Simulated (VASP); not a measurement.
# Pd (P6_3/mmc) in VASP: further runs

The runs below take Pd through single point, with LDA.

All numbers are computed with VASP 6.6.1; they aren't measurements. Logs are shortened: lines on timing, memory, paths and dates and some standing lists are left out, and cuts for length are marked.

## Step 1: The cell of the first run

It takes space group P6_3/mmc (No. 194, hexagonal). The conventional cell has a = 2.735 Å, b = 2.735 Å, c = 4.571 Å, α = 90.00°, β = 90.00°, γ = 120.00°. Pd (site symmetry -6m2) has 12 Pd at 2.73 to 2.78 Å within 3.6 Å.

## Step 2: Single point, LDA (volume scaled by 1.04)

The input, INCAR:

```
PREC = Accurate
ENCUT = 520
EDIFF = 1E-7
ISMEAR = -1
SIGMA = 0.1
LREAL = F
LASPH = T
NELM = 60
ALGO = Normal
ISIF = 2
LWAVE = F
LCHARG = T
LELF = T
LVHAR = T
NBANDS = 17
```

The input, KPOINTS:

```
regular mesh
0
Gamma
  15 15 8
```

The input, POSCAR:

```
Pd
1.0
    2.7348799196      0.0000000000      0.0000000000
   -1.3674399598      2.3684754867      0.0000000000
    0.0000000000      0.0000000000      4.5708131814
Pd
2
Direct
    0.3333333333      0.6666666667      0.2500000000
    0.6666666667      0.3333333333      0.7500000000
```

Potentials or basis: VASP PAW LDA potentials, release 64 (Pd).

The run is started by

```console
> cat potpaw_LDA.64/Pd/POTCAR > POTCAR
> mpirun -np 1 vasp_std > vasp.out
```

OUTCAR:

```text
PREC = Accurate
   ENCUT = 520
   EDIFF = 1E-7
   ISMEAR = -1
   LREAL = F
   LASPH = T
   NELM = 60
   ISIF = 2

 ion  position               nearest neighbor table
   1  0.333  0.667  0.250-   2 2.78   2 2.78   2 2.78   2 2.78   2 2.78   2 2.78
   2  0.667  0.333  0.750-   1 2.78   1 2.78   1 2.78   1 2.78   1 2.78   1 2.78

  LATTYP: Found a hexagonal cell.
 ALAT       =     2.7348799196
 C/A-ratio  =     1.6713030611

  Lattice vectors:

 A1 = (   2.7348799196,   0.0000000000,   0.0000000000)
 A2 = (  -1.3674399598,   2.3684754867,   0.0000000000)
 A3 = (   0.0000000000,   0.0000000000,   4.5708131814)

Analysis of symmetry for initial positions (statically):
=====================================================================
 Subroutine PRICEL returns:
 Original cell was already a primitive cell.

 Routine SETGRP: Setting up the symmetry group for a
 hexagonal supercell.

 Subroutine GETGRP returns: Found 24 space group operations
 (whereof 12 operations were pure point group operations)
 out of a pool of 24 trial point group operations.

The static configuration has the point symmetry D_3d.
 The point group associated with its full space group is D_6h.

Analysis of symmetry for dynamics (positions and initial velocities):
=====================================================================
 Subroutine PRICEL returns:
 Original cell was already a primitive cell.

 Routine SETGRP: Setting up the symmetry group for a
 hexagonal supercell.

 Subroutine GETGRP returns: Found 24 space group operations
 (whereof 12 operations were pure point group operations)
 out of a pool of 24 trial point group operations.

The dynamic configuration has the point symmetry D_3d.
 The point group associated with its full space group is D_6h.

 Subroutine INISYM returns: Found 24 space group operations
 (whereof 12 operations are pure point group operations),
 and found     1 'primitive' translations

----------------------------------------------------------------------------------------

                                     Primitive cell

  volume of cell :      29.6074

  direct lattice vectors                    reciprocal lattice vectors
     2.734879920  0.000000000  0.000000000     0.365646767  0.211106259  0.000000000
    -1.367439960  2.368475487  0.000000000     0.000000000  0.422212518  0.000000000
     0.000000000  0.000000000  4.570813181     0.000000000  0.000000000  0.218779451

  length of vectors
     2.734879920  2.734879920  4.570813181     0.422212518  0.422212518  0.218779451

  position of ions in fractional coordinates (direct lattice)
     0.333333333  0.666666667  0.250000000
     0.666666667  0.333333333  0.750000000

  ion indices of the primitive-cell ions
   primitive index   ion index
                 1           1
                 2           2

----------------------------------------------------------------------------------------

 KPOINTS: regular mesh

Automatic generation of k-mesh.
 Grid dimensions read from file:
 generate k-points for:   15   15    8

 Generating k-lattice:

  Cartesian coordinates                     Fractional coordinates (reciprocal lattice)
     0.024376451  0.014073751  0.000000000     0.066666667  0.000000000  0.000000000
     0.000000000  0.028147501  0.000000000     0.000000000  0.066666667  0.000000000
     0.000000000  0.000000000  0.027347431     0.000000000  0.000000000  0.125000000

  Length of vectors
     0.028147501  0.028147501  0.027347431

  Shift w.r.t. Gamma in fractional coordinates (k-lattice)
     0.000000000  0.000000000  0.000000000

 Subroutine IBZKPT returns following result:
 ===========================================

 Found    135 irreducible k-points:

 Following reciprocal coordinates:
            Coordinates               Weight
  0.000000  0.000000  0.000000      1.000000
  0.066667  0.000000  0.000000      6.000000
  0.133333  0.000000  0.000000      6.000000
  0.200000  0.000000  0.000000      6.000000
  0.266667  0.000000  0.000000      6.000000
  0.333333 -0.000000  0.000000      6.000000
[... 16 lines left out ...]
  0.333333  0.200000  0.000000     12.000000
  0.400000  0.200000  0.000000      6.000000
 [... further k-points ...]
   k-points           NKPTS =    135   k-points in BZ     NKDIM =    135   number of bands    NBANDS=     17
   number of dos      NEDOS =    301   number of ions     NIONS =      2
   total plane-waves  NPLWV =  14400
   dimension x,y,z NGX =    20 NGY =   20 NGZ =   36
   dimension x,y,z NGXF=    40 NGYF=   40 NGZF=   72
   ions per type =               2
   NGX,Y,Z   is equivalent  to a cutoff of  12.16, 12.16, 13.09 a.u.
   NGXF,Y,Z  is equivalent  to a cutoff of  24.31, 24.31, 26.19 a.u.
 SYSTEM =  unknown system
   PREC   = accura    normal or accurate (medium, high low for compatibility)
   ISTART =      0    job   : 0-new  1-cont  2-samecut
   ICHARG =      2    charge: 1-file 2-atom 10-const
   ISPIN  =      1    spin polarized calculation?
   LNONCOLLINEAR =      F non collinear calculations
   LSORBIT =      F    spin-orbit coupling
   LASPH  =      T    aspherical Exc in radial PAW
   ENCUT  =  520.0 eV  38.22 Ry    6.18 a.u.   5.09  5.09  8.50*2*pi/ulx,y,z
   NELM   =     60;   NELMIN=  2; NELMDL= -5     # of ELM steps
   EDIFF  = 0.1E-06   stopping-criterion for ELM
   LREAL  =      F    real-space projection
   EDIFFG = 0.1E-05   stopping-criterion for IOM
   NSW    =      0    number of steps for IOM
   IBRION =     -1    ionic relax: 0-MD 1-quasi-New 2-CG
   NFREE  =      0    steps in history (QN), initial steepest desc. (CG)
   ISIF   =      2    stress and relaxation
   ISYM   =      2    0-nonsym 1-usesym 2-fastsym
   POTIM  = 0.5000    time-step for ionic-motion
   TEBEG  =    0.0;   TEEND  =   0.0 temperature during run
   PSTRESS=    0.0 pullay stress
   NELECT =      20.0000    total number of electrons
   NUPDOWN=      -1.0000    fix difference up-down
   EMIN   =  10.00;   EMAX   =-10.00  energy-range for DOS
   EFERMI =   0.00;   METHOD = LEGACY
   ISMEAR =    -1;   SIGMA  =   0.10  broadening in eV -4-tet -1-fermi 0-gaus
   EFERMI_NEDOS =   21; number of points for ismear=-14 and -15
   IALGO  =     38    algorithm
   IMIX   =      4    mixing-type and parameters
     AMIX     =   0.40;   BMIX     =  1.00
     AMIX_MAG =   1.60;   BMIX_MAG =  1.00
  volume/ion in A,a.u.               =      14.80        99.90
  Fermi-wavevector in a.u.,A,eV,Ry     =   1.436431  2.714460 28.073344  2.063333
  Thomas-Fermi vector in A             =   2.555620
   LORBIT       =      0    0 simple, 1 ext, 2 COOP (PROOUT), +10 PAW based schemes
   GGA     = CA    functional components
   LHFCALC =     F    Hartree Fock is set to
   AEXX    =    0.0000 exact exchange contribution
   IVDW    =     0    specifies the selected vdW correction
   LEPSILON=     F    determine dielectric tensor
   LRPA    =     F    only Hartree local field effects (RPA)
 non-spin polarized calculation
  energy-cutoff  :      520.00
  volume of cell :       29.61
 maximum number of plane-waves:       811
   NGX = 11   NGY = 11   NGZ = 17

 number of electron      20.0000001 magnetization

 Free energy of the ion-electron system (eV)
  ---------------------------------------------------
  ext. energy  EPLUGINS =         0.00000000
  ---------------------------------------------------
  free energy    TOTEN  =       -12.96188187 eV

  energy without entropy =      -12.82640114  energy(sigma->0) =      -12.89414150

 E-fermi :   9.5622     XC(G=0): -13.4930

 val. band max:        9.5600637306   @ k =   0.4000  -0.0000   0.0000
 cond. band min:       9.5644557126   @ k =   0.2000   0.1333   0.3750
 fundamental gap:      0.0043919821
 Fermi energy:         9.5621954892

 k-point     1 :       0.0000    0.0000    0.0000
  band No.  band energies     occupation
      1       2.3204      2.00000
      2       4.1862      2.00000
      3       6.5420      2.00000
      4       6.7819      2.00000
      5       6.7819      2.00000
      6       7.1334      2.00000
[... 9 lines left out ...]
     16      29.0802      0.00000
     17      31.8019      0.00000

 k-point     2 :       0.0667    0.0000    0.0000
  band No.  band energies     occupation
      1       2.4666      2.00000
      2       4.2930      2.00000
      3       6.4623      2.00000
      4       6.8454      2.00000
      5       6.8812      2.00000
      6       7.0836      2.00000
[... 9 lines left out ...]
     16      28.9812      0.00000
     17      30.8334      0.00000

 k-point     3 :       0.1333    0.0000    0.0000
  band No.  band energies     occupation
      1       2.8859      2.00000
      2       4.5731      2.00000
      3       6.2745      2.00000
      4       6.8820      2.00000
      5       7.1161      2.00000
      6       7.1704      2.00000
[... 9 lines left out ...]
     16      28.7874      0.00000
     17      29.1692      0.00000

 k-point     4 :       0.2000    0.0000    0.0000
  band No.  band energies     occupation
      1       3.5066      2.00000
      2       4.8637      2.00000
      3       6.1433      2.00000
      4       6.5498      2.00000
      5       6.7398      2.00000
      6       7.4319      2.00000
[... 9 lines left out ...]
     16      28.5221      0.00000
     17      28.6798      0.00000

 k-point     5 :       0.2667    0.0000    0.0000
  band No.  band energies     occupation
      1       4.1518      2.00000
      2       4.8932      2.00000
      3       5.8869      2.00000
      4       6.3126      2.00000
      5       6.7234      2.00000
      6       7.2133      2.00000
[... 9 lines left out ...]
     16      27.0055      0.00000
     17      28.6204      0.00000

 k-point     6 :       0.3333   -0.0000    0.0000
  band No.  band energies     occupation
      1       4.5016      2.00000
      2       4.7594      2.00000
      3       5.3677      2.00000
      4       6.7350      2.00000
      5       6.9619      2.00000
      6       7.0229      2.00000
[... 9 lines left out ...]
     16      25.6042      0.00000
     17      26.7451      0.00000

 k-point     7 :       0.4000   -0.0000    0.0000
  band No.  band energies     occupation
      1       4.4243      2.00000
      2       4.7458      2.00000
      3       5.0138      2.00000
      4       6.8838      2.00000
      5       7.0827      2.00000
      6       7.1309      2.00000
[... 9 lines left out ...]
     16      24.3329      0.00000
     17      24.4611      0.00000

 k-point     8 :       0.4667    0.0000    0.0000
  band No.  band energies     occupation
      1       4.3233      2.00000
      2       4.7299      2.00000
      3       4.8348      2.00000
      4       6.8106      2.00000
      5       6.9987      2.00000
      6       7.3206      2.00000
[... 9 lines left out ...]
     16      22.9470      0.00000
     17      23.3877      0.00000
[... 203 lines left out ...]
      1       4.7966      2.00000
      2       5.0471      2.00000
      3       5.0709      2.00000
      4       6.6470      2.00000
      5       6.7865      2.00000
      6       7.1365      2.00000
[... 9 lines left out ...]
     16      24.5962      0.00000
     17      24.7360      0.00000

 k-point    20 :       0.4000    0.1333    0.0000
  band No.  band energies     occupation
      1       4.6811      2.00000
      2       4.8926      2.00000
      3       5.0627      2.00000
      4       6.6677      2.00000
      5       6.9622      2.00000
      6       7.1538      2.00000
[... 9 lines left out ...]
     16      23.0516      0.00000
     17      23.6192      0.00000

 k-point    21 :       0.2000    0.2000    0.0000
  band No.  band energies     occupation
      1       5.0894      2.00000
      2       5.4336      2.00000
      3       5.4655      2.00000
      4       5.6377      2.00000
      5       6.6169      2.00000
      6       6.9540      2.00000
[... 9 lines left out ...]
     16      26.1740      0.00000
     17      27.6978      0.00000

 k-point    22 :       0.2667    0.2000    0.0000
  band No.  band energies     occupation
      1       5.1580      2.00000
      2       5.2251      2.00000
      3       5.3793      2.00000
      4       6.1058      2.00000
      5       6.5243      2.00000
      6       7.1899      2.00000
[... 9 lines left out ...]
     16      25.3653      0.00000
     17      26.0592      0.00000

 k-point    23 :       0.3333    0.2000    0.0000
  band No.  band energies     occupation
      1       4.9832      2.00000
      2       5.1040      2.00000
      3       5.3761      2.00000
      4       6.5386      2.00000
      5       6.5726      2.00000
      6       6.9802      2.00000
[... 9 lines left out ...]
     16      24.0350      0.00000
     17      24.2975      0.00000

 k-point    24 :       0.4000    0.2000    0.0000
  band No.  band energies     occupation
      1       4.9235      2.00000
      2       5.0521      2.00000
      3       5.3718      2.00000
      4       6.5862      2.00000
      5       6.7494      2.00000
      6       6.8554      2.00000
[... 9 lines left out ...]
     16      22.9111      0.00000
     17      23.6170      0.00000

 [... further k-points ...]

------------------------ aborting loop because EDIFF is reached ----------------------------------------

  FORCE on cell =-STRESS in cart. coord.  units (eV):
  Direction    XX          YY          ZZ          XY          YZ          ZX
  --------------------------------------------------------------------------------------
  -------------------------------------------------------------------------------------
  Total       -1.3821076     -1.3821076     -1.4434842     -0.0000000      0.0000000      0.0000000
  in kB      -74.7914280    -74.7914280    -78.1127606     -0.0000000      0.0000000      0.0000000
  external PRESSURE =     -75.8985388 kB  Pullay stress =       0.0000000 kB

 VOLUME and BASIS-vectors are now :
 -----------------------------------------------------------------------------
  energy-cutoff  :      520.00
  volume of cell :       29.61
      direct lattice vectors                 reciprocal lattice vectors
     2.734879920  0.000000000  0.000000000     0.365646767  0.211106259  0.000000000
    -1.367439960  2.368475487  0.000000000     0.000000000  0.422212518  0.000000000
     0.000000000  0.000000000  4.570813181     0.000000000  0.000000000  0.218779451

 POSITION                                       TOTAL-FORCE (eV/Angst)
 -----------------------------------------------------------------------------------
     -0.00000      1.57898      1.14270         0.000000     -0.000000      0.000000
      1.36744      0.78949      3.42811        -0.000000      0.000000      0.000000
 -----------------------------------------------------------------------------------
    total drift:                               -0.000000      0.000000     -0.000000

  FREE ENERGIE OF THE ION-ELECTRON SYSTEM (eV)
  ---------------------------------------------------
  free  energy   TOTEN  =       -12.9618818702 eV

  energy  without entropy=      -12.8264011397  energy(sigma->0) =      -12.89414150
```

Run time: 19 s. Hardware: 1 thread of Intel Xeon 6975P-C (Granite Rapids), shared host; peak memory 0.17 GiB.

What came out:

* Free energy: -12.9619 eV
* Pressure: -7.6 GPa
* Band gap on the k mesh: zero (band 10 reaches 9.73 eV, above the bottom of band 11 at 8.84 eV)

Stress tensor (GPa, compression positive):
```
-7.48  0.00  0.00
 0.00 -7.48  0.00
 0.00  0.00 -7.81
```

## Step 3: Single point, LDA (volume scaled by 1.08)

The input, INCAR:

```
SYSTEM = Pd
PREC = Accurate
ENCUT = 520
EDIFF = 1E-6
ISMEAR = -1
SIGMA = 0.1
LREAL = .False.
LASPH = .True.
NELM = 80
ALGO = Normal
ISIF = 2
LWAVE = .False.
LCHARG = .False.
NBANDS = 17
```

The input, KPOINTS:

```
Automatic mesh
0
Gamma
  15 15 8
  0 0 0
```

The input, POSCAR:

```
Pd
1.0
    2.7695023283      0.0000000000      0.0000000000
   -1.3847511641      2.3984593721      0.0000000000
    0.0000000000      0.0000000000      4.6286777190
Pd
2
Direct
    0.3333333333      0.6666666667      0.2500000000
    0.6666666667      0.3333333333      0.7500000000
```

Potentials or basis: VASP PAW LDA potentials, release 64 (Pd).

The run is started by

```console
> cat potpaw_LDA.64/Pd/POTCAR > POTCAR
> mpirun -np 1 vasp_std > vasp.out
```

Run time: 17 s. Hardware: 1 thread of Intel Xeon 6975P-C (Granite Rapids), shared host; peak memory 0.18 GiB.

It converged, with:

- Free energy: -12.8860 eV
- Pressure: -13.7 GPa
- Band gap on the k mesh: zero (band 10 reaches 9.08 eV, above the bottom of band 11 at 8.24 eV)

Stress tensor (GPa, compression positive):
```
-13.60   0.00   0.00
  0.00 -13.60   0.00
  0.00   0.00 -13.80
```

Levels at points of the mesh, in eV from the Fermi level:
| k point | band 8 | band 9 | band 10 | band 11 | band 12 | band 13 |
| --- | --- | --- | --- | --- | --- | --- |
| (0.00, 0.00, 0.00) | -1.59 | -1.59 | -0.25 | -0.25 | 0.81 | 6.55 |
| (0.00, 0.00, 0.50) | -2.65 | -0.69 | -0.69 | -0.69 | -0.69 | 13.60 |
